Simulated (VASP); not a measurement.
# Re (P6_3/mmc) in VASP: notebook

The runs below take Re through single point, with LDA.

Program: VASP 6.6.1. These are calculated values, not measurements. Logs are shortened: lines on timing, memory, paths and dates and some standing lists are left out, and cuts for length are marked.

**1. The cell of the first run**

Symmetry: P6_3/mmc, No. 194, hexagonal system. Conventional cell: a = 2.739 Å, b = 2.739 Å, c = 4.412 Å, α = 90.00°, β = 90.00°, γ = 120.00°. Within 3.6 Å of Re (site symmetry -6m2) lie 12 Re at 2.71 to 2.74 Å.

**2. Single point, LDA**

INCAR

```
  PREC = Accurate
  ENCUT = 600
  EDIFF = 1E-6
  ISMEAR = -1
  SIGMA = 0.1
  LREAL = F
  LASPH = T
  NELM = 120
  ALGO = Normal
  ISIF = 2
  LWAVE = F
  LCHARG = F
  GGA = CA
  NBANDS = 14
  GGA_COMPAT = F
```

KPOINTS

```
Automatic mesh
0
Gamma
  2 2 1
```

POSCAR

```
Re
1.0
    2.7391880258      0.0000000000      0.0000000000
   -1.3695940129      2.3722064161      0.0000000000
    0.0000000000      0.0000000000      4.4118668232
Re
2
Direct
    0.3333333333      0.6666666667      0.2500000000
    0.6666666667      0.3333333333      0.7500000000
```

Potentials or basis: VASP PAW LDA potentials, release 64 (Re).

On the command line:

```console
$ cat potpaw_LDA.64/Re/POTCAR > POTCAR
$ mpirun -np 1 vasp_std > vasp.out
```

OUTCAR:

```text
PREC = Accurate
   ENCUT = 600
   EDIFF = 1E-6
   ISMEAR = -1
   LREAL = F
   LASPH = T
   NELM = 120
   ISIF = 2
   GGA = CA

 ion  position               nearest neighbor table
   1  0.333  0.667  0.250-   2 2.71   2 2.71   2 2.71   2 2.71   2 2.71   2 2.71
   2  0.667  0.333  0.750-   1 2.71   1 2.71   1 2.71   1 2.71   1 2.71   1 2.71

  LATTYP: Found a hexagonal cell.
 ALAT       =     2.7391880258
 C/A-ratio  =     1.6106476743

  Lattice vectors:

 A1 = (   2.7391880258,   0.0000000000,   0.0000000000)
 A2 = (  -1.3695940129,   2.3722064161,   0.0000000000)
 A3 = (   0.0000000000,   0.0000000000,   4.4118668232)

Analysis of symmetry for initial positions (statically):
=====================================================================
 Subroutine PRICEL returns:
 Original cell was already a primitive cell.

 Routine SETGRP: Setting up the symmetry group for a
 hexagonal supercell.

 Subroutine GETGRP returns: Found 24 space group operations
 (whereof 12 operations were pure point group operations)
 out of a pool of 24 trial point group operations.

The static configuration has the point symmetry D_3d.
 The point group associated with its full space group is D_6h.

Analysis of symmetry for dynamics (positions and initial velocities):
=====================================================================
 Subroutine PRICEL returns:
 Original cell was already a primitive cell.

 Routine SETGRP: Setting up the symmetry group for a
 hexagonal supercell.

 Subroutine GETGRP returns: Found 24 space group operations
 (whereof 12 operations were pure point group operations)
 out of a pool of 24 trial point group operations.

The dynamic configuration has the point symmetry D_3d.
 The point group associated with its full space group is D_6h.

 Subroutine INISYM returns: Found 24 space group operations
 (whereof 12 operations are pure point group operations),
 and found     1 'primitive' translations

----------------------------------------------------------------------------------------

                                     Primitive cell

  volume of cell :      28.6680

  direct lattice vectors                    reciprocal lattice vectors
     2.739188026  0.000000000  0.000000000     0.365071689  0.210774238  0.000000000
    -1.369594013  2.372206416  0.000000000     0.000000000  0.421548476  0.000000000
     0.000000000  0.000000000  4.411866823     0.000000000  0.000000000  0.226661420

  length of vectors
     2.739188026  2.739188026  4.411866823     0.421548476  0.421548476  0.226661420

  position of ions in fractional coordinates (direct lattice)
     0.333333333  0.666666667  0.250000000
     0.666666667  0.333333333  0.750000000

  ion indices of the primitive-cell ions
   primitive index   ion index
                 1           1
                 2           2

----------------------------------------------------------------------------------------

 KPOINTS: Automatic mesh

Automatic generation of k-mesh.
 Grid dimensions read from file:
 generate k-points for:    2    2    1

 Generating k-lattice:

  Cartesian coordinates                     Fractional coordinates (reciprocal lattice)
     0.182535845  0.105387119  0.000000000     0.500000000  0.000000000  0.000000000
     0.000000000  0.210774238  0.000000000     0.000000000  0.500000000  0.000000000
     0.000000000  0.000000000  0.226661420     0.000000000  0.000000000  1.000000000

  Length of vectors
     0.210774238  0.210774238  0.226661420

  Shift w.r.t. Gamma in fractional coordinates (k-lattice)
     0.000000000  0.000000000  0.000000000

 Subroutine IBZKPT returns following result:
 ===========================================

 Found      2 irreducible k-points:

 Following reciprocal coordinates:
            Coordinates               Weight
  0.000000  0.000000  0.000000      1.000000
  0.500000  0.000000  0.000000      3.000000
   k-points           NKPTS =      2   k-points in BZ     NKDIM =      2   number of bands    NBANDS=     14
   number of dos      NEDOS =    301   number of ions     NIONS =      2
   total plane-waves  NPLWV =  20736
   dimension x,y,z NGX =    24 NGY =   24 NGZ =   36
   dimension x,y,z NGXF=    48 NGYF=   48 NGZF=   72
   ions per type =               2
   NGX,Y,Z   is equivalent  to a cutoff of  14.57, 14.57, 13.57 a.u.
   NGXF,Y,Z  is equivalent  to a cutoff of  29.13, 29.13, 27.13 a.u.
 SYSTEM =  unknown system
   PREC   = accura    normal or accurate (medium, high low for compatibility)
   ISTART =      0    job   : 0-new  1-cont  2-samecut
   ICHARG =      2    charge: 1-file 2-atom 10-const
   ISPIN  =      1    spin polarized calculation?
   LNONCOLLINEAR =      F non collinear calculations
   LSORBIT =      F    spin-orbit coupling
   LASPH  =      T    aspherical Exc in radial PAW
   ENCUT  =  600.0 eV  44.10 Ry    6.64 a.u.   5.47  5.47  8.81*2*pi/ulx,y,z
   NELM   =    120;   NELMIN=  2; NELMDL= -5     # of ELM steps
   EDIFF  = 0.1E-05   stopping-criterion for ELM
   LREAL  =      F    real-space projection
   EDIFFG = 0.1E-04   stopping-criterion for IOM
   NSW    =      0    number of steps for IOM
   IBRION =     -1    ionic relax: 0-MD 1-quasi-New 2-CG
   NFREE  =      0    steps in history (QN), initial steepest desc. (CG)
   ISIF   =      2    stress and relaxation
   ISYM   =      2    0-nonsym 1-usesym 2-fastsym
   POTIM  = 0.5000    time-step for ionic-motion
   TEBEG  =    0.0;   TEEND  =   0.0 temperature during run
   PSTRESS=    0.0 pullay stress
   NELECT =      14.0000    total number of electrons
   NUPDOWN=      -1.0000    fix difference up-down
   EMIN   =  10.00;   EMAX   =-10.00  energy-range for DOS
   EFERMI =   0.00;   METHOD = LEGACY
   ISMEAR =    -1;   SIGMA  =   0.10  broadening in eV -4-tet -1-fermi 0-gaus
   EFERMI_NEDOS =   21; number of points for ismear=-14 and -15
   IALGO  =     38    algorithm
   IMIX   =      4    mixing-type and parameters
     AMIX     =   0.40;   BMIX     =  1.00
     AMIX_MAG =   1.60;   BMIX_MAG =  1.00
  volume/ion in A,a.u.               =      14.33        96.73
  Fermi-wavevector in a.u.,A,eV,Ry     =   1.289195  2.436225 22.613205  1.662024
  Thomas-Fermi vector in A             =   2.421103
   LORBIT       =      0    0 simple, 1 ext, 2 COOP (PROOUT), +10 PAW based schemes
   GGA     = CA    functional components
   LHFCALC =     F    Hartree Fock is set to
   AEXX    =    0.0000 exact exchange contribution
   IVDW    =     0    specifies the selected vdW correction
   LEPSILON=     F    determine dielectric tensor
   LRPA    =     F    only Hartree local field effects (RPA)
 non-spin polarized calculation
  energy-cutoff  :      600.00
  volume of cell :       28.67
 maximum number of plane-waves:       977
 NGX is ok and might be reduce to    24
   NGX = 11   NGY = 11   NGZ = 17

 number of electron      14.0000000 magnetization

 Free energy of the ion-electron system (eV)
  ---------------------------------------------------
  ext. energy  EPLUGINS =         0.00000000
  ---------------------------------------------------
  free energy    TOTEN  =       -27.79644110 eV

  energy without entropy =      -27.77025571  energy(sigma->0) =      -27.78334840

 E-fermi :   8.1416     XC(G=0): -13.9564

 val. band max:        7.7402839224   @ k =   0.5000   0.0000   0.0000
 cond. band min:       8.5000645519   @ k =   0.0000   0.0000   0.0000
 fundamental gap:      0.7597806295
 Fermi energy:         8.1415728958

 k-point     1 :       0.0000    0.0000    0.0000
  band No.  band energies     occupation
      1      -1.8116      2.00000
      2       1.3561      2.00000
      3       6.4724      2.00000
      4       6.4724      2.00000
      5       6.7490      2.00000
      6       7.3548      1.99923
      7       7.3548      1.99923
      8       8.5001      0.05398
      9       8.5001      0.05398
     10       9.0806      0.00017
     11      11.8289      0.00000
     12      11.8289      0.00000
     13      18.8041      0.00000
     14      22.2667      0.00000

 k-point     2 :       0.5000    0.0000    0.0000
  band No.  band energies     occupation
      1       1.9439      2.00000
      2       2.2078      2.00000
      3       2.8519      2.00000
      4       6.2704      2.00000
      5       6.5885      2.00000
      6       6.9327      1.99999
      7       7.7403      1.96448
      8      12.3013      0.00000
      9      12.8667      0.00000
     10      12.9232      0.00000
     11      14.6213      0.00000
     12      15.5679      0.00000
     13      18.6571      0.00000
     14      20.8667      0.00000

------------------------ aborting loop because EDIFF is reached ----------------------------------------

  FORCE on cell =-STRESS in cart. coord.  units (eV):
  Direction    XX          YY          ZZ          XY          YZ          ZX
  --------------------------------------------------------------------------------------
  -------------------------------------------------------------------------------------
  Total       -7.5190245     -7.5190245     12.9485138      0.0000000      0.0000000      0.0000000
  in kB     -420.2186943   -420.2186943    723.6587077      0.0000000      0.0000000      0.0000000
  external PRESSURE =     -38.9262270 kB  Pullay stress =       0.0000000 kB

 VOLUME and BASIS-vectors are now :
 -----------------------------------------------------------------------------
  energy-cutoff  :      600.00
  volume of cell :       28.67
      direct lattice vectors                 reciprocal lattice vectors
     2.739188026  0.000000000  0.000000000     0.365071689  0.210774238  0.000000000
    -1.369594013  2.372206416  0.000000000     0.000000000  0.421548476  0.000000000
     0.000000000  0.000000000  4.411866823     0.000000000  0.000000000  0.226661420

 POSITION                                       TOTAL-FORCE (eV/Angst)
 -----------------------------------------------------------------------------------
     -0.00000      1.58147      1.10297        -0.000000      0.000000      0.000000
      1.36959      0.79074      3.30890         0.000000     -0.000000      0.000000
 -----------------------------------------------------------------------------------
    total drift:                               -0.000000      0.000000     -0.000000

  FREE ENERGIE OF THE ION-ELECTRON SYSTEM (eV)
  ---------------------------------------------------
  free  energy   TOTEN  =       -27.7964410985 eV

  energy  without entropy=      -27.7702557109  energy(sigma->0) =      -27.78334840
```

Run time: 3.1 s. Hardware: 1 thread of Intel Xeon 6975P-C, shared host; peak memory 0.13 GiB.

The run converged, but its numbers aren't listed here, since they failed a check.

Caveat: the k points lie up to 1.42 Å⁻¹ apart; the mesh shows a gap though the element is a metal; spin-orbit coupling is left out, which moves the levels of the heavy elements.

**3. Single point, LDA**

INCAR

```
SYSTEM = Re
PREC     = Accurate       ! precision mode
ENCUT    = 600            ! plane-wave cutoff, eV
EDIFF    = 1E-6           ! SCF threshold, eV
ISMEAR   = -1             ! smearing method
SIGMA    = 0.1            ! smearing width, eV
LREAL    = .False.        ! projectors in reciprocal space
LASPH    = .True.         ! aspherical terms in the spheres
NELM     = 120            ! most SCF steps
ALGO     = Normal         ! electronic algorithm
ISIF     = 2              ! what is computed and relaxed
LWAVE    = .False.        ! write WAVECAR
LCHARG   = .False.        ! write CHGCAR
GGA      = CA             ! functional
NBANDS   = 14             ! bands
GGA_COMPAT= .False.
```

KPOINTS

```
Automatic mesh
0
Gamma
  3 3 2
  0 0 0
```

POSCAR is that of step 2.

Potentials or basis: VASP PAW LDA potentials, release 64 (Re).

On the command line:

```console
$ cat potpaw_LDA.64/Re/POTCAR > POTCAR
$ mpirun -np 1 vasp_std > vasp.out
```

OUTCAR:

```text
SYSTEM = Re
   PREC = Accurate
   ENCUT = 600
   EDIFF = 1E-6
   ISMEAR = -1
   LREAL = .False.
   LASPH = .True.
   NELM = 120
   ISIF = 2
   GGA = CA

 ion  position               nearest neighbor table
   1  0.333  0.667  0.250-   2 2.71   2 2.71   2 2.71   2 2.71   2 2.71   2 2.71
   2  0.667  0.333  0.750-   1 2.71   1 2.71   1 2.71   1 2.71   1 2.71   1 2.71

  LATTYP: Found a hexagonal cell.
 ALAT       =     2.7391880258
 C/A-ratio  =     1.6106476743

  Lattice vectors:

 A1 = (   2.7391880258,   0.0000000000,   0.0000000000)
 A2 = (  -1.3695940129,   2.3722064161,   0.0000000000)
 A3 = (   0.0000000000,   0.0000000000,   4.4118668232)

Analysis of symmetry for initial positions (statically):
=====================================================================
 Subroutine PRICEL returns:
 Original cell was already a primitive cell.

 Routine SETGRP: Setting up the symmetry group for a
 hexagonal supercell.

 Subroutine GETGRP returns: Found 24 space group operations
 (whereof 12 operations were pure point group operations)
 out of a pool of 24 trial point group operations.

[... 158 lines left out ...]
      5       6.5398      2.00000
      6       7.3611      1.99983
      7       7.3611      1.99983
      8       8.2987      1.00814
      9       8.2987      1.00814
     10       9.0286      0.00137
     11      11.6231      0.00000
     12      11.6231      0.00000
     13      18.5915      0.00000
     14      22.4352      0.00000
[... 71 lines left out ...]
      1       3.4739      2.00000
      2       3.4739      2.00000
      3       4.3413      2.00000
      4       4.3413      2.00000
      5       6.0164      2.00000
      6       6.0164      2.00000
      7       8.2131      1.41080
      8       8.2131      1.41080
      9      11.6336      0.00000
     10      11.6336      0.00000
     11      18.0661      0.00000
     12      18.0661      0.00000
     13      19.0153      0.00000
     14      19.0153      0.00000

------------------------ aborting loop because EDIFF is reached ----------------------------------------

  FORCE on cell =-STRESS in cart. coord.  units (eV):
  Direction    XX          YY          ZZ          XY          YZ          ZX
  --------------------------------------------------------------------------------------
  -------------------------------------------------------------------------------------
  Total        2.0809920      2.0809920      2.7777103      0.0000000      0.0000000      0.0000000
  in kB      116.3012224    116.3012224    155.2389938      0.0000000      0.0000000      0.0000000
  external PRESSURE =     129.2804795 kB  Pullay stress =       0.0000000 kB

 VOLUME and BASIS-vectors are now :
 -----------------------------------------------------------------------------
  energy-cutoff  :      600.00
  volume of cell :       28.67
      direct lattice vectors                 reciprocal lattice vectors
     2.739188026  0.000000000  0.000000000     0.365071689  0.210774238  0.000000000
    -1.369594013  2.372206416  0.000000000     0.000000000  0.421548476  0.000000000
     0.000000000  0.000000000  4.411866823     0.000000000  0.000000000  0.226661420

 POSITION                                       TOTAL-FORCE (eV/Angst)
 -----------------------------------------------------------------------------------
     -0.00000      1.58147      1.10297         0.000000     -0.000000      0.000000
      1.36959      0.79074      3.30890        -0.000000      0.000000      0.000000
 -----------------------------------------------------------------------------------
    total drift:                               -0.000000      0.000000     -0.000000

  FREE ENERGIE OF THE ION-ELECTRON SYSTEM (eV)
  ---------------------------------------------------
  free  energy   TOTEN  =       -26.7340134808 eV

  energy  without entropy=      -26.6004065960  energy(sigma->0) =      -26.66721004
```

stdout:

```text
POSCAR found type information on POSCAR Re
 POSCAR found :  1 types and       2 ions
 scaLAPACK will be used
 LDA part: xc-table for (Slater(with rela. corr.)+CA(PZ))
 , standard interpolation
 POSCAR, INCAR and KPOINTS ok, starting setup
 FFT: planning ... GRIDC
 FFT: planning ... GRID_SOFT
 FFT: planning ... GRID
 WAVECAR not read
 entering main loop
```

Wall time 4.7 s (1 thread of Intel Xeon 6975P-C, shared host); peak memory 0.13 GiB.

Results:

```yaml
Free_energy: -26.7340 eV
Pressure: 12.9 GPa
Band_gap_on_the_k_mesh: zero (band 7 reaches 8.39 eV, above the bottom of band 8 at 6.34 eV)
```

Stress tensor (GPa, compression positive):
```
11.63  0.00  0.00
 0.00 11.63  0.00
 0.00  0.00 15.52
```

Caveat: the k points lie up to 0.88 Å⁻¹ apart; spin-orbit coupling is left out, which moves the levels of the heavy elements.

(Continued in part 2 of 2.)
